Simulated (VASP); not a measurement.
# HfS2 (P-3m1) in VASP: a series of runs

Runs on HfS2. Level: PBEsol. Tasks: relaxation of cell and atoms, single point.

All numbers are computed with VASP 6.6.1; they aren't measurements. Logs are shortened: lines on timing, memory, paths and dates and some standing lists are left out, and cuts for length are marked.

### 1 The cell of the first run

Symmetry: P-3m1, No. 164, trigonal system. The conventional cell has a = 3.640 Å, b = 3.640 Å, c = 6.056 Å, α = 90.00°, β = 90.00°, γ = 120.00°. Within 3.4 Å of Hf (site symmetry -3m) lie 6 S at 2.54 Å. Within 3.4 Å of S (site symmetry 3m) lie 3 Hf at 2.54 Å.

### 2 Relaxation of cell and atoms, PBEsol

Input file INCAR:

```
SYSTEM = HfS2
  ALGO = Normal
  EDIFF = 1E-7
  EDIFFG = -0.005
  ENCUT = 500
  GGA = PS
  GGA_COMPAT = .False.
  IBRION = 2
  ISIF = 3
  ISMEAR = 0
  LASPH = .True.
  LCHARG = .False.
  LREAL = .False.
  LWAVE = .False.
  NELM = 120
  NELMIN = 4
  NSW = 100
  PREC = Accurate
  SIGMA = 0.02
```

Input file KPOINTS:

```
k-points
0
Gamma
  12 12 6
  0 0 0
```

Input file POSCAR:

```
HfS2
1.0
    3.6396641800      0.0000000000      0.0000000000
   -1.8198320900      3.1520416411      0.0000000000
    0.0000000000      0.0000000000      6.0555624700
Hf S
1 2
Direct
    0.0000000000      0.0000000000      0.0000000000
    0.6666666700      0.3333333300      0.7639520500
    0.3333333300      0.6666666700      0.2360479500
```

Potentials or basis: VASP PAW PBE potentials, release 64 (Hf_pv, S).

The run is started by

```sh
cat potpaw_PBE.64/Hf_pv/POTCAR potpaw_PBE.64/S/POTCAR > POTCAR
mpirun -np 1 vasp_std > vasp.out
```

OUTCAR:

```text
SYSTEM = HfS2
   EDIFF = 1E-7
   EDIFFG = -0.005
   ENCUT = 500
   GGA = PS
   IBRION = 2
   ISIF = 3
   ISMEAR = 0
   LASPH = .True.
   LREAL = .False.
   NELM = 120
   NELMIN = 4
   NSW = 100
   PREC = Accurate

 ion  position               nearest neighbor table
   1  0.000  0.000  0.000-   2 2.54   3 2.54   3 2.54   2 2.54   2 2.54   3 2.54
   2  0.667  0.333  0.764-   1 2.54   1 2.54   1 2.54
   3  0.333  0.667  0.236-   1 2.54   1 2.54   1 2.54

  LATTYP: Found a hexagonal cell.
 ALAT       =     3.6396641800
 C/A-ratio  =     1.6637695596

  Lattice vectors:

 A1 = (   3.6396641800,   0.0000000000,   0.0000000000)
 A2 = (  -1.8198320900,   3.1520416411,   0.0000000000)
 A3 = (   0.0000000000,   0.0000000000,   6.0555624700)

Analysis of symmetry for initial positions (statically):
=====================================================================
 Subroutine PRICEL returns:
 Original cell was already a primitive cell.

 Routine SETGRP: Setting up the symmetry group for a
 hexagonal supercell.

 Subroutine GETGRP returns: Found 12 space group operations
 (whereof 12 operations were pure point group operations)
 out of a pool of 24 trial point group operations.

The static configuration has the point symmetry D_3d.

Analysis of symmetry for dynamics (positions and initial velocities):
=====================================================================
 Subroutine PRICEL returns:
 Original cell was already a primitive cell.

 Routine SETGRP: Setting up the symmetry group for a
 hexagonal supercell.

 Subroutine GETGRP returns: Found 12 space group operations
 (whereof 12 operations were pure point group operations)
 out of a pool of 24 trial point group operations.

The dynamic configuration has the point symmetry D_3d.

 Subroutine INISYM returns: Found 12 space group operations
 (whereof 12 operations are pure point group operations),
 and found     1 'primitive' translations

----------------------------------------------------------------------------------------

                                     Primitive cell

  volume of cell :      69.4717

  direct lattice vectors                    reciprocal lattice vectors
     3.639664180  0.000000000  0.000000000     0.274750623  0.158627346  0.000000000
    -1.819832090  3.152041641  0.000000000     0.000000000  0.317254692  0.000000000
     0.000000000  0.000000000  6.055562470     0.000000000  0.000000000  0.165137426

  length of vectors
     3.639664180  3.639664180  6.055562470     0.317254692  0.317254692  0.165137426

  position of ions in fractional coordinates (direct lattice)
[... 117 lines left out ...]
 maximum number of plane-waves:      1798
 NGX is ok and might be reduce to    28
   NGX = 13   NGY = 13   NGZ = 23

--------------------------------------- Ionic step        1  -------------------------------------------

 number of electron      21.9999999 magnetization

 Free energy of the ion-electron system (eV)
  ---------------------------------------------------
  ext. energy  EPLUGINS =         0.00000000
  ---------------------------------------------------
  free energy    TOTEN  =       -24.05064883 eV

  energy without entropy =      -24.05064883  energy(sigma->0) =      -24.05064883

------------------------ aborting loop because EDIFF is reached ----------------------------------------

  FORCE on cell =-STRESS in cart. coord.  units (eV):
  Direction    XX          YY          ZZ          XY          YZ          ZX
  --------------------------------------------------------------------------------------
  -------------------------------------------------------------------------------------
  Total       -1.1086318     -1.1086318     -0.3127455      0.0000000      0.0000000     -0.0000000
  in kB      -25.5676109    -25.5676109     -7.2126352      0.0000000      0.0000000     -0.0000000
  external PRESSURE =     -19.4492857 kB  Pullay stress =       0.0000000 kB
[... 92 lines left out ...]
  FREE ENERGIE OF THE ION-ELECTRON SYSTEM (eV)
  ---------------------------------------------------
  free  energy   TOTEN  =       -24.0612154131 eV

  energy  without entropy=      -24.0612154131  energy(sigma->0) =      -24.06121541

 E-fermi :   3.2094     XC(G=0):  -9.7163

 val. band max:        3.0311171062   @ k =   0.0000   0.0000   0.0000
 cond. band min:       3.9956761437   @ k =   0.5000   0.0000   0.5000
 fundamental gap:      0.9645590375
 Fermi energy:         3.2093509015

 k-point     1 :       0.0000    0.0000    0.0000
  band No.  band energies     occupation
      1     -27.5528      2.00000
      2     -27.4307      2.00000
      3     -27.4307      2.00000
      4     -10.1002      2.00000
      5      -8.4000      2.00000
      6      -1.7606      2.00000
      7       0.2851      2.00000
      8       0.2851      2.00000
      9       2.8619      2.00000
     10       3.0311      2.00000
     11       3.0311      2.00000
     12       5.0024      0.00000
     13       5.0024      0.00000
     14       5.5567      0.00000
[... 403 lines left out ...]
      4      -9.7379      2.00000
      5      -8.4905      2.00000
      6      -1.2648      2.00000
      7      -0.0887      2.00000
      8       0.4258      2.00000
      9       1.3081      2.00000
     10       2.4299      2.00000
     11       2.7716      2.00000
     12       4.8254      0.00000
     13       5.7978      0.00000
     14       6.2796      0.00000
     15       8.0401      0.00000

 [... further k-points ...]

[... ionic steps 4 to 15 ...]

--------------------------------------- Ionic step       16  -------------------------------------------

 number of electron      22.0000000 magnetization

------------------------ aborting loop because EDIFF is reached ----------------------------------------
[... 69 lines left out ...]
--------------------------------------- Ionic step       18  -------------------------------------------

 number of electron      22.0000000 magnetization

 Free energy of the ion-electron system (eV)
  ---------------------------------------------------
  ext. energy  EPLUGINS =         0.00000000
  ---------------------------------------------------
  free energy    TOTEN  =       -24.06731222 eV

  energy without entropy =      -24.06731222  energy(sigma->0) =      -24.06731222

 E-fermi :   3.3839     XC(G=0):  -9.8802

 val. band max:        3.2811563698   @ k =   0.0000   0.0000   0.0000
 cond. band min:       4.2199381388   @ k =   0.5000   0.0000   0.5000
 fundamental gap:      0.9387817689
 Fermi energy:         3.3838614776

 k-point     1 :       0.0000    0.0000    0.0000
  band No.  band energies     occupation
      1     -27.3115      2.00000
      2     -27.1893      2.00000
      3     -27.1893      2.00000
      4      -9.8978      2.00000
      5      -8.1295      2.00000
      6      -1.6204      2.00000
      7       0.5238      2.00000
      8       0.5238      2.00000
      9       3.2393      2.00000
     10       3.2812      2.00000
     11       3.2812      2.00000
     12       5.2479      0.00000
     13       5.2479      0.00000
     14       5.7935      0.00000
[... 445 lines left out ...]
  FREE ENERGIE OF THE ION-ELECTRON SYSTEM (eV)
  ---------------------------------------------------
  free  energy   TOTEN  =       -24.0673122201 eV

  energy  without entropy=      -24.0673122201  energy(sigma->0) =      -24.06731222

 reached required accuracy - stopping structural energy minimisation
```

Run time: 13 min. Hardware: 1 thread of Intel Xeon 6975P-C (Granite Rapids), shared host; peak memory 0.27 GiB.

Results:

```yaml
Free_energy: -24.0673 eV
Relaxed_volume: 22.03 Å³/atom
Relaxed_cell: a = 3.586 Å, b = 3.586 Å, c = 5.934 Å, α = 90.00°, β = 90.00°, γ = 120.00°
Space_group_after_relaxing_to_0.05_Å: P-3m1 (No. 164)
Energy_gained_by_relaxing: 5.6 meV/atom
Ionic_steps: 18
Pressure_after_relaxing: 0.0 GPa
Largest_force_after_relaxing: 0.005 eV/Å
Band_gap_on_the_k_mesh: 0.94 eV, indirect (least direct gap 1.80 eV)
```

Forces on the atoms (eV/Å):
```
Hf   0.000  0.000  0.000
S    0.000  0.000  0.005
S    0.000  0.000 -0.005
```

Step by step:
```csv
step,energy change (eV),largest force (eV/Å),pressure (GPa),volume (Å³)
1,0.0000,0.0643,-1.94,69.47
2,0.0003,0.4458,2.48,66.68
3,-0.0106,0.1820,0.17,68.06
4,-0.0141,0.0773,0.02,67.92
5,-0.0146,0.0260,-0.06,67.85
6,-0.0147,0.0279,-0.03,67.77
7,-0.0151,0.0331,0.03,67.53
8,-0.0157,0.0439,0.18,67.04
9,-0.0162,0.0659,0.48,66.07
10,-0.0162,0.0632,0.47,66.06
11,-0.0163,0.0550,0.42,66.02
12,-0.0165,0.0382,0.32,65.94
13,-0.0166,0.0048,0.13,65.79
14,-0.0166,0.0078,0.14,65.81
15,-0.0166,0.0064,0.13,65.84
16,-0.0166,0.0023,0.08,65.93
17,-0.0167,0.0058,-0.02,66.12
18,-0.0167,0.0050,-0.02,66.10
```

Final structure:
```
CELL_PARAMETERS angstrom
3.58639 0.00000 0.00000
-1.79319 3.10590 0.00000
0.00000 0.00000 5.93419
ATOMIC_POSITIONS crystal
Hf 0.00000 0.00000 0.00000
S 0.66667 0.33333 0.75594
S 0.33333 0.66667 0.24406
```

Caveat: the PAW data sets were made with another functional, which shifts forces and pressure a little; spin-orbit coupling is left out, which moves the levels of the heavy elements; this functional lacks dispersion, which binds the layers, so the pressure and a relaxed spacing across them are unreliable.

### 3 Single point, PBEsol

This run uses another cell than the first one, of 22.15 Å³/atom, 0.957 times its volume.

Input file INCAR:

```
ALGO = Normal
EDIFF = 1E-6
ENCUT = 500
GGA = PS
GGA_COMPAT = F
ISIF = 2
ISMEAR = 0
LASPH = T
LCHARG = F
LREAL = F
LWAVE = F
NBANDS = 18
NELM = 120
PREC = Accurate
SIGMA = 0.02
```

Input file KPOINTS:

```
k-points
0
Gamma
  12 12 6
```

Input file POSCAR:

```
HfS2
1.0
    3.5922573106      0.0000000000      0.0000000000
   -1.7961286553      3.1109860879      0.0000000000
    0.0000000000      0.0000000000      5.9463243232
Hf S
1 2
Direct
    0.0000000000      0.0000000000      0.0000000000
    0.6666666667      0.3333333333      0.7562019319
    0.3333333333      0.6666666667      0.2437980681
```

Potentials or basis: VASP PAW PBE potentials, release 64 (Hf_pv, S).

The run is started by

```sh
cat potpaw_PBE.64/Hf_pv/POTCAR potpaw_PBE.64/S/POTCAR > POTCAR
mpirun -np 1 vasp_std > vasp.out
```

It took 53 s on 1 thread of Intel Xeon 6975P-C (Granite Rapids), shared host; peak memory 0.25 GiB.

It converged, with:

| Item | Value |
| --- | --- |
| Free energy | -24.0660 eV |
| Pressure | -0.5 GPa |
| Largest force | 0.054 eV/Å |
| Band gap on the k mesh | 0.95 eV, indirect (least direct gap 1.80 eV) |

Forces on the atoms (eV/Å):
```
Hf   0.000  0.000  0.000
S    0.000  0.000  0.054
S    0.000  0.000 -0.054
```

Levels at points of the mesh, in eV from the valence-band top:
```tsv
k point	band 9	band 10	band 11	band 12	band 13	band 14
(0.00, 0.00, 0.00)	-0.04	0.00	0.00	1.97	1.97	2.52
(0.50, 0.00, 0.00)	-2.47	-1.96	-1.25	1.13	4.15	4.22
(0.00, 0.00, 0.50)	-1.88	-0.12	-0.12	1.93	1.93	2.86
(0.50, 0.00, 0.50)	-2.44	-1.01	-0.93	0.95	4.13	4.26
```

Caveat: the PAW data sets were made with another functional, which shifts forces and pressure a little; spin-orbit coupling is left out, which moves the levels of the heavy elements; this functional lacks dispersion, which binds the layers, so the pressure and a relaxed spacing across them are unreliable. A k mesh can miss the band edges.

### 4 Relaxation of cell and atoms, PBEsol

Input file INCAR:

```
SYSTEM = HfS2
  ALGO = Normal
  EDIFF = 1E-7
  EDIFFG = -0.005
  ENCUT = 500
  GGA = PS
  GGA_COMPAT = .False.
  IBRION = 2
  ISIF = 3
  ISMEAR = 0
  LASPH = .True.
  LCHARG = .False.
  LREAL = .False.
  LWAVE = .False.
  NELM = 120
  NELMIN = 4
  NSW = 100
  PREC = Accurate
  SIGMA = 0.02
```

Input file KPOINTS:

```
k-points
0
Gamma
  12 12 6
  0 0 0
```

Input file POSCAR:

```
HfS2
1.0
    3.6396641800      0.0000000000      0.0000000000
   -1.8198320900      3.1520416411      0.0000000000
    0.0000000000      0.0000000000      6.0555624700
Hf S
1 2
Direct
    0.0000000000      0.0000000000      0.0000000000
    0.6666666700      0.3333333300      0.7639520500
    0.3333333300      0.6666666700      0.2360479500
```

The run is started by

```sh
cat potpaw_PBE.64/Hf_pv/POTCAR potpaw_PBE.64/S/POTCAR > POTCAR
mpirun -np 1 vasp_std > vasp.out
```

Wall time 7.7 min (1 thread of Intel Xeon 6975P-C (Granite Rapids), shared host); peak memory 0.26 GiB.

The run converged. Its results:

| Item | Value |
| --- | --- |
| Free energy | -24.0673 eV |
| Relaxed volume | 22.03 Å³/atom |
| Relaxed cell | a = 3.586 Å, b = 3.586 Å, c = 5.934 Å, α = 90.00°, β = 90.00°, γ = 120.00° |
| Space group after relaxing (to 0.05 Å) | P-3m1 (No. 164) |
| Energy gained by relaxing | 5.6 meV/atom |
| Ionic steps | 18 |
| Pressure after relaxing | 0.0 GPa |
| Largest force after relaxing | 0.005 eV/Å |
| Band gap on the k mesh | 0.94 eV, indirect (least direct gap 1.80 eV) |

Forces in eV/Å, atoms in the order of the input:
```
Hf   0.000  0.000  0.000
S    0.000  0.000  0.005
S    0.000  0.000 -0.005
```

Step by step:
| step | energy change (eV) | largest force (eV/Å) | pressure (GPa) | volume (Å³) |
| --- | --- | --- | --- | --- |
| 1 | 0.0000 | 0.0643 | -1.94 | 69.47 |
| 2 | 0.0003 | 0.4458 | 2.48 | 66.68 |
| 3 | -0.0106 | 0.1820 | 0.17 | 68.06 |
| 4 | -0.0141 | 0.0773 | 0.02 | 67.92 |
| 5 | -0.0146 | 0.0260 | -0.06 | 67.85 |
| 6 | -0.0147 | 0.0279 | -0.03 | 67.77 |
| 7 | -0.0151 | 0.0331 | 0.03 | 67.53 |
| 8 | -0.0157 | 0.0439 | 0.18 | 67.04 |
| 9 | -0.0162 | 0.0659 | 0.48 | 66.07 |
| 10 | -0.0162 | 0.0632 | 0.47 | 66.06 |
| 11 | -0.0163 | 0.0550 | 0.42 | 66.02 |
| 12 | -0.0165 | 0.0382 | 0.32 | 65.94 |
| 13 | -0.0166 | 0.0048 | 0.13 | 65.79 |
| 14 | -0.0166 | 0.0078 | 0.14 | 65.81 |
| 15 | -0.0166 | 0.0064 | 0.13 | 65.84 |
| 16 | -0.0166 | 0.0023 | 0.08 | 65.93 |
| 17 | -0.0167 | 0.0058 | -0.02 | 66.12 |
| 18 | -0.0167 | 0.0050 | -0.02 | 66.10 |

Final structure:
```xyz
3
Lattice="3.5864 0.0000 0.0000 -1.7932 3.1059 0.0000 0.0000 0.0000 5.9342" Properties=species:S:1:pos:R:3 pbc="T T T"
Hf    0.0000    0.0000    0.0000
S     1.7932    1.0353    4.4859
S     0.0000    2.0706    1.4483
```

Levels at points of the mesh, in eV from the valence-band top:
```csv
k point,band 8,band 9,band 10,band 11,band 12,band 13,band 14,band 15
"(0.00, 0.00, 0.00)",-2.76,-0.04,0.00,0.00,1.97,1.97,2.51,5.52
"(0.50, 0.00, 0.00)",-2.61,-2.49,-1.98,-1.26,1.12,4.16,4.24,6.22
"(0.00, 0.00, 0.50)",-2.72,-1.90,-0.12,-0.12,1.93,1.93,2.87,5.91
"(0.50, 0.00, 0.50)",-2.63,-2.46,-1.01,-0.93,0.94,4.15,4.28,5.60
```

Caveat: the PAW data sets were made with another functional, which shifts forces and pressure a little; spin-orbit coupling is left out, which moves the levels of the heavy elements; this functional lacks dispersion, which binds the layers, so the pressure and a relaxed spacing across them are unreliable. A k mesh can miss the band edges.
